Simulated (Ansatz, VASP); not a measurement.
BaH in VASP and in Ansatz

```
Ba H
1.0
    -2.05377    2.05377    2.90242
     2.05377   -2.05377    2.90242
     2.05377    2.05377   -2.90242
Ba H
1 1
Direct
  0.00000 0.00000 0.00000
  0.50000 0.50000 0.00000
```

Alike in both runs: functional PBE; k mesh 20 × 20 × 20; occupations gaussian, width 0.1 eV; no spin polarisation.

Ansatz relaxed the structure, and its values are those at the end. VASP's run is a single point on that final structure, the one shown.

```csv
,VASP,Ansatz
version,VASP 6.6.1,Ansatz 0.2.0
potentials or method,"VASP PAW PBE potentials, release 64 (Ba_sv, H), cutoff 520 eV","scalar-relativistic, plane waves, PAW"
valence electrons in the cell,11,11
```

VASP gave:

```
gap on the k mesh at the Fermi level (eV) : none
pressure (GPa)                            : 0.4
```

Q: Estimate Ansatz's values.

A: gap on the k mesh at the Fermi level (eV): none; pressure (GPa): 0.0.

A gap of «none» marks a metal or a gap that the smearing closes.

Spin-orbit coupling is off throughout.
